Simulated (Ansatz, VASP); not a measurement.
# BiSb: VASP beside Ansatz

INCAR

```
SYSTEM = BiSb
PREC = Accurate ; ENCUT = 500
EDIFF = 1E-6 ; ISMEAR = 0
SIGMA = 0.02 ; LREAL = .False.
LASPH = .True. ; NELM = 120
ALGO = Normal ; ISIF = 2
LWAVE = .False. ; LCHARG = .False.
GGA = CA ; NBANDS = 17
GGA_COMPAT = .False.
```

The input KPOINTS:

```
Automatic mesh
0
Gamma
  10 10 10
  0 0 0
```

The input POSCAR:

```
BiSb
1.0
    3.7180000000      0.0000000000      0.0000000000
    0.0000000000      3.7180000000      0.0000000000
    0.0000000000      0.0000000000      3.7180000000
Sb Bi
1 1
Direct
    0.0000000000      0.0000000000      0.0000000000
    0.5000000000      0.5000000000      0.5000000000
```

Input for Ansatz:

```yaml
crystal:
  lattice:
    - [3.718, 0.0, 0.0]
    - [0.0, 3.718, 0.0]
    - [0.0, 0.0, 3.718]
  atoms:
    - { symbol: Sb, position: [0.0, 0.0, 0.0] }
    - { symbol: Bi, position: [0.5, 0.5, 0.5] }
basis:
  ecutwfc: 420
kpoints:
  mp_grid: { grid: [10, 10, 10] }
hamiltonian:
  xc: lda
scf:
  occupations: { method: gaussian, width: 0.02 }
output:
  forces: true
  stress: true
  eigenvalues: true
  write_density: true
  write_potential: true
  elf: true
  volumetric_format: npy
```

Alike in both runs: task single point; functional LDA; k mesh 10 × 10 × 10; occupations gaussian, width 0.02 eV; no spin polarisation.

|  | VASP | Ansatz |
| --- | --- | --- |
| version | VASP 6.6.1 | Ansatz 0.2.0 |
| potentials or method | VASP PAW LDA potentials, release 64 (Sb, Bi_d), cutoff 500 eV | scalar-relativistic, plane waves, PAW |
| valence electrons in the cell | 20 | 30 |

Ansatz gave:

* gap on the k mesh at the Fermi level (eV): none
* pressure (GPa): 5.6

Q: What did VASP give for the same quantities?

A: gap on the k mesh at the Fermi level (eV): none; pressure (GPa): 5.8.

LDA's correlation is that of Perdew and Zunger in VASP and of Perdew and Wang (1992) in Ansatz. A gap of «none» marks a metal or a gap that the smearing closes. VASP's potentials hold 20 valence electrons a cell and Ansatz's 30, so a difference there can come from the potentials and not from the codes.

Neither program's run includes spin-orbit coupling.
